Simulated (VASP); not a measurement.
# CuSi16 (a cell with a defect) in VASP: single point with PBE

Aim: the single point of CuSi16 (a cell with a defect) with PBE.

Program: VASP 6.6.1. These are calculated values, not measurements. Logs are shortened: lines on timing, memory, paths and dates and some standing lists are left out, and cuts for length are marked.

## 1. The cell of the first run

The cell holds a defect, 17 atoms: a = 7.679 Å, b = 7.679 Å, c = 7.679 Å, α = 60.00°, β = 60.00°, γ = 60.00°.

## 2. Single point, PBE

INCAR

```
PREC     = Accurate       # precision mode
ENCUT    = 520            # plane-wave cutoff, eV
EDIFF    = 1E-6           # SCF threshold, eV
ISMEAR   = 0              # smearing method
SIGMA    = 0.02           # smearing width, eV
LREAL    = Auto         
LASPH    = T              # aspherical terms in the spheres
NELM     = 60             # most SCF steps
ALGO     = Normal         # electronic algorithm
ISIF     = 2              # what is computed and relaxed
LWAVE    = F              # write WAVECAR
LCHARG   = T              # write CHGCAR
GGA      = PE             # functional
LELF     = T              # ELF
LVHAR    = T            
NBANDS   = 52             # bands
NELECT   = 74.0
```

KPOINTS

```
regular mesh
0
Gamma
  2 2 2
```

POSCAR

```
CuSi16
1.0
    0.0000000000      5.4300000000      5.4300000000
    5.4300000000      0.0000000000      5.4300000000
    5.4300000000      5.4300000000      0.0000000000
Si Cu
16 1
Direct
   -0.0076465790     -0.0013716158     -0.0010897820
    0.0889111494      0.1369096645      0.1373255566
   -0.0078423134     -0.0013705178      0.5106189880
    0.1328668721      0.1146833740      0.6263809764
   -0.0076697747      0.5101685422     -0.0010906403
    0.1327012759      0.6261001223      0.1151356568
    0.0358215897      0.4879366108      0.4883593565
    0.1328885928      0.6261056313      0.6263805499
    0.4610403852      0.0128559040      0.0133080490
    0.6215676027      0.1178830360      0.1180745534
    0.5036511112     -0.0176357165      0.5071054088
    0.6213356184      0.1178434690      0.6430049196
    0.5034560581      0.5068660703     -0.0171637264
    0.6215400358      0.6425385014      0.1180701557
    0.5036764830      0.5069089250      0.5071106225
    0.6637392287      0.6119561923      0.6124075763
    0.5639866042      0.3118825769      0.3123041190
```

Potentials or basis: VASP PAW PBE potentials, release 64 (Si, Cu).

Command:

```sh
cat potpaw_PBE.64/Si/POTCAR potpaw_PBE.64/Cu/POTCAR > POTCAR
mpirun -np 1 vasp_std > vasp.out
```

OUTCAR:

```text
PREC = Accurate
   ENCUT = 520
   EDIFF = 1E-6
   ISMEAR = 0
   LREAL = Auto
   LASPH = T
   NELM = 60
   ISIF = 2
   GGA = PE
   NELECT = 74.0

 ion  position               nearest neighbor table
   1  0.992  0.999  0.999-  10 2.33   6 2.34   4 2.34   2 2.35
   2  0.089  0.137  0.137-   9 2.33   1 2.35   5 2.35   3 2.35
   3  0.992  0.999  0.511-  12 2.33   8 2.34   4 2.34   2 2.35
   4  0.133  0.115  0.626-  11 2.33   1 2.34   3 2.34   7 2.35
   5  0.992  0.510  0.999-  14 2.33   6 2.34   8 2.34   2 2.35
   6  0.133  0.626  0.115-  13 2.33   1 2.34   5 2.34   7 2.35
   7  0.036  0.488  0.488-  16 2.33   6 2.35   4 2.35   8 2.35
   8  0.133  0.626  0.626-  15 2.33   5 2.34   3 2.34   7 2.35
   9  0.461  0.013  0.013-   2 2.33  12 2.33  14 2.33  10 2.33
  10  0.622  0.118  0.118-   1 2.33   9 2.33  17 2.35  13 2.44  11 2.44
  11  0.504  0.982  0.507-   4 2.33  16 2.34  17 2.36  10 2.44  12 2.44
  12  0.621  0.118  0.643-   3 2.33   9 2.33  17 2.35  11 2.44  15 2.44
  13  0.503  0.507  0.983-   6 2.33  16 2.34  17 2.36  10 2.44  14 2.44
  14  0.622  0.643  0.118-   5 2.33   9 2.33  17 2.35  13 2.44  15 2.44
  15  0.504  0.507  0.507-   8 2.33  16 2.34  17 2.36  14 2.44  12 2.44
  16  0.664  0.612  0.612-   7 2.33  15 2.34  11 2.34  13 2.34
  17  0.564  0.312  0.312-  12 2.35  14 2.35  10 2.35  15 2.36  11 2.36  13 2.36

  LATTYP: Found a face centered cubic cell.
 ALAT       =    10.8600000000

  Lattice vectors:

 A1 = (   0.0000000000,   5.4300000000,   5.4300000000)
 A2 = (   5.4300000000,   0.0000000000,   5.4300000000)
 A3 = (   5.4300000000,   5.4300000000,   0.0000000000)

Analysis of symmetry for initial positions (statically):
=====================================================================
 Subroutine PRICEL returns:
 Original cell was already a primitive cell.

 Routine SETGRP: Setting up the symmetry group for a
 face centered cubic supercell.

 Subroutine GETGRP returns: Found  1 space group operations
 (whereof  1 operations were pure point group operations)
 out of a pool of 48 trial point group operations.

The static configuration has the point symmetry C_1 .

Analysis of symmetry for dynamics (positions and initial velocities):
=====================================================================
 Subroutine PRICEL returns:
 Original cell was already a primitive cell.

 Routine SETGRP: Setting up the symmetry group for a
 face centered cubic supercell.

 Subroutine GETGRP returns: Found  1 space group operations
 (whereof  1 operations were pure point group operations)
 out of a pool of 48 trial point group operations.

The dynamic configuration has the point symmetry C_1 .

 Subroutine INISYM returns: Found  1 space group operations
 (whereof  1 operations are pure point group operations),
 and found     1 'primitive' translations

----------------------------------------------------------------------------------------

                                     Primitive cell

  volume of cell :     320.2060

  direct lattice vectors                    reciprocal lattice vectors
     0.000000000  5.430000000  5.430000000    -0.092081031  0.092081031  0.092081031
     5.430000000  0.000000000  5.430000000     0.092081031 -0.092081031  0.092081031
     5.430000000  5.430000000  0.000000000     0.092081031  0.092081031 -0.092081031

  length of vectors
     7.679179644  7.679179644  7.679179644     0.159489025  0.159489025  0.159489025

  position of ions in fractional coordinates (direct lattice)
     0.992353421  0.998628384  0.998910218
     0.088911149  0.136909665  0.137325557
     0.992157687  0.998629482  0.510618988
     0.132866872  0.114683374  0.626380976
     0.992330225  0.510168542  0.998909360
     0.132701276  0.626100122  0.115135657
[... 9 lines left out ...]
     0.663739229  0.611956192  0.612407576
     0.563986604  0.311882577  0.312304119

  ion indices of the primitive-cell ions
   primitive index   ion index
                 1           1
                 2           2
                 3           3
                 4           4
                 5           5
                 6           6
[... 9 lines left out ...]
                16          16
                17          17

----------------------------------------------------------------------------------------

 KPOINTS: regular mesh

Automatic generation of k-mesh.
 Grid dimensions read from file:
 generate k-points for:    2    2    2

 Generating k-lattice:

  Cartesian coordinates                     Fractional coordinates (reciprocal lattice)
    -0.046040516  0.046040516  0.046040516     0.500000000  0.000000000  0.000000000
     0.046040516 -0.046040516  0.046040516     0.000000000  0.500000000  0.000000000
     0.046040516  0.046040516 -0.046040516     0.000000000  0.000000000  0.500000000

  Length of vectors
     0.079744512  0.079744512  0.079744512

  Shift w.r.t. Gamma in fractional coordinates (k-lattice)
     0.000000000  0.000000000  0.000000000

 Subroutine IBZKPT returns following result:
 ===========================================

 Found      8 irreducible k-points:

 Following reciprocal coordinates:
            Coordinates               Weight
  0.000000  0.000000  0.000000      1.000000
  0.500000  0.000000  0.000000      1.000000
  0.000000  0.500000  0.000000      1.000000
  0.000000  0.000000  0.500000      1.000000
  0.500000  0.500000  0.500000      1.000000
  0.500000  0.500000  0.000000      1.000000
  0.000000  0.500000  0.500000      1.000000
  0.500000  0.000000  0.500000      1.000000
   k-points           NKPTS =      8   k-points in BZ     NKDIM =      8   number of bands    NBANDS=     52
   number of dos      NEDOS =    301   number of ions     NIONS =     17
   total plane-waves  NPLWV = 216000
   dimension x,y,z NGX =    60 NGY =   60 NGZ =   60
   dimension x,y,z NGXF=   120 NGYF=  120 NGZF=  120
   ions per type =              16   1
   NGX,Y,Z   is equivalent  to a cutoff of  12.99, 12.99, 12.99 a.u.
   NGXF,Y,Z  is equivalent  to a cutoff of  25.98, 25.98, 25.98 a.u.
 SYSTEM =  unknown system
   PREC   = accura    normal or accurate (medium, high low for compatibility)
   ISTART =      0    job   : 0-new  1-cont  2-samecut
   ICHARG =      2    charge: 1-file 2-atom 10-const
   ISPIN  =      1    spin polarized calculation?
   LNONCOLLINEAR =      F non collinear calculations
   LSORBIT =      F    spin-orbit coupling
   LASPH  =      T    aspherical Exc in radial PAW
   ENCUT  =  520.0 eV  38.22 Ry    6.18 a.u.  14.28 14.28 14.28*2*pi/ulx,y,z
   NELM   =     60;   NELMIN=  2; NELMDL= -5     # of ELM steps
   EDIFF  = 0.1E-05   stopping-criterion for ELM
   LREAL  =      T    real-space projection
   EDIFFG = 0.1E-04   stopping-criterion for IOM
   NSW    =      0    number of steps for IOM
   IBRION =     -1    ionic relax: 0-MD 1-quasi-New 2-CG
   NFREE  =      0    steps in history (QN), initial steepest desc. (CG)
   ISIF   =      2    stress and relaxation
   ISYM   =      2    0-nonsym 1-usesym 2-fastsym
   POTIM  = 0.5000    time-step for ionic-motion
   TEBEG  =    0.0;   TEEND  =   0.0 temperature during run
   PSTRESS=    0.0 pullay stress
   NELECT =      74.0000    total number of electrons
   NUPDOWN=      -1.0000    fix difference up-down
   EMIN   =  10.00;   EMAX   =-10.00  energy-range for DOS
   EFERMI =   0.00;   METHOD = LEGACY
   ISMEAR =     0;   SIGMA  =   0.02  broadening in eV -4-tet -1-fermi 0-gaus
   EFERMI_NEDOS =   21; number of points for ismear=-14 and -15
   IALGO  =     38    algorithm
   IMIX   =      4    mixing-type and parameters
     AMIX     =   0.40;   BMIX     =  1.00
     AMIX_MAG =   1.60;   BMIX_MAG =  1.00
  volume/ion in A,a.u.               =      18.84       127.11
  Fermi-wavevector in a.u.,A,eV,Ry     =   1.004636  1.898488 13.732283  1.009294
  Thomas-Fermi vector in A             =   2.137265
   LORBIT       =      0    0 simple, 1 ext, 2 COOP (PROOUT), +10 PAW based schemes
   GGA     = PE    functional components
   LHFCALC =     F    Hartree Fock is set to
   AEXX    =    0.0000 exact exchange contribution
   IVDW    =     0    specifies the selected vdW correction
   LEPSILON=     F    determine dielectric tensor
   LRPA    =     F    only Hartree local field effects (RPA)
 non-spin polarized calculation
 Gauss-broadening in eV      SIGMA  =   0.02
  energy-cutoff  :      520.00
  volume of cell :      320.21
 maximum number of plane-waves:      8646
 NGX is ok and might be reduce to    60
   NGX = 29   NGY = 29   NGZ = 29

 number of electron      73.9999996 magnetization

 Free energy of the ion-electron system (eV)
  ---------------------------------------------------
  ext. energy  EPLUGINS =         0.00000000
  ---------------------------------------------------
  free energy    TOTEN  =       -94.16068639 eV

  energy without entropy =      -94.15965491  energy(sigma->0) =      -94.16017065

 E-fermi :   6.4232     XC(G=0):  -9.6184

 val. band max:        6.4023746755   @ k =   0.0000   0.0000   0.0000
 cond. band min:       6.4486363862   @ k =   0.0000   0.0000   0.0000
 fundamental gap:      0.0462617107
 Fermi energy:         6.4231516331

 k-point     1 :       0.0000    0.0000    0.0000
  band No.  band energies     occupation
      1      -5.9050      2.00000
      2      -3.5580      2.00000
      3      -3.5095      2.00000
      4      -3.5094      2.00000
      5      -3.4710      2.00000
      6      -1.9454      2.00000
[... 41 lines left out ...]
     48       8.4511      0.00000
     49       8.4512      0.00000

 k-point     2 :       0.5000    0.0000    0.0000
  band No.  band energies     occupation
      1      -5.2860      2.00000
      2      -4.8942      2.00000
      3      -3.2072      2.00000
      4      -3.2071      2.00000
      5      -3.1646      2.00000
      6      -3.1155      2.00000
[... 304 lines left out ...]
 k-point     8 :       0.5000    0.0000    0.5000
  band No.  band energies     occupation
      1      -4.9466      2.00000
      2      -4.7137      2.00000
      3      -3.9255      2.00000
      4      -3.7805      2.00000
      5      -3.7544      2.00000
      6      -3.7335      2.00000
[... 41 lines left out ...]
     48      10.4340      0.00000
     49      10.4384      0.00000
 [bands above 49 left out]

------------------------ aborting loop because EDIFF is reached ----------------------------------------

  FORCE on cell =-STRESS in cart. coord.  units (eV):
  Direction    XX          YY          ZZ          XY          YZ          ZX
  --------------------------------------------------------------------------------------
  -------------------------------------------------------------------------------------
  Total       -1.1885163     -1.1845527     -1.1875513     -0.4463806      0.4458987     -0.4432899
  in kB       -5.9468396     -5.9270077     -5.9420111     -2.2335026      2.2310912     -2.2180376
  external PRESSURE =      -5.9386195 kB  Pullay stress =       0.0000000 kB

 VOLUME and BASIS-vectors are now :
 -----------------------------------------------------------------------------
  energy-cutoff  :      520.00
  volume of cell :      320.21
      direct lattice vectors                 reciprocal lattice vectors
     0.000000000  5.430000000  5.430000000    -0.092081031  0.092081031  0.092081031
     5.430000000  0.000000000  5.430000000     0.092081031 -0.092081031  0.092081031
     5.430000000  5.430000000  0.000000000     0.092081031  0.092081031 -0.092081031

 POSITION                                       TOTAL-FORCE (eV/Angst)
 -----------------------------------------------------------------------------------
     10.84663     10.81256     10.81103         0.003674     -0.003932     -0.002620
      1.48910      1.22847      1.22621        -0.014388      0.015267      0.014445
      8.19522      8.16008     10.80997         0.003274     -0.004233     -0.003172
      4.02398      4.12272      1.34420        -0.002401      0.002367      0.004566
      8.19429     10.81243      8.15857         0.002957     -0.003881     -0.003665
      4.02491      1.34575      4.12029        -0.003403      0.003757      0.003188
[... 9 lines left out ...]
      6.64830      6.92948      6.92703        -0.005698      0.007710      0.005824
      3.38933      4.75826      4.75597        -0.001134      0.000057      0.001045
 -----------------------------------------------------------------------------------
    total drift:                               -0.000640      0.004343      0.000959

  FREE ENERGIE OF THE ION-ELECTRON SYSTEM (eV)
  ---------------------------------------------------
  free  energy   TOTEN  =       -94.1606863858 eV

  energy  without entropy=      -94.1596549084  energy(sigma->0) =      -94.16017065
```

It took 4.1 min on 1 thread of Intel Xeon 6975P-C (Granite Rapids), shared host; peak memory 0.49 GiB.

What came out:

| Property | Result |
| --- | --- |
| Free energy | -94.1607 eV |
| Largest force | 0.029 eV/Å |

Forces in eV/Å, atoms in the order of the input:
```
Si   0.004 -0.004 -0.003
Si  -0.014  0.015  0.014
Si   0.003 -0.004 -0.003
Si  -0.002  0.002  0.005
Si   0.003 -0.004 -0.004
Si  -0.003  0.004  0.003
Si   0.015 -0.015 -0.015
Si  -0.005  0.002  0.002
Si   0.007 -0.006 -0.007
Si  -0.024  0.001 -0.001
Si   0.002  0.001 -0.027
Si  -0.003  0.024  0.004
Si  -0.003 -0.028  0.003
Si   0.001  0.002  0.024
Si   0.028  0.001 -0.002
Si  -0.006  0.008  0.006
Cu  -0.001  0.000  0.001
```

Caveat: the k points lie up to 0.50 Å⁻¹ apart; the cell carries a net charge on a neutralising background, which shifts energy and pressure; the cell is charged against a uniform background, so pressure and absolute levels hang on convention.
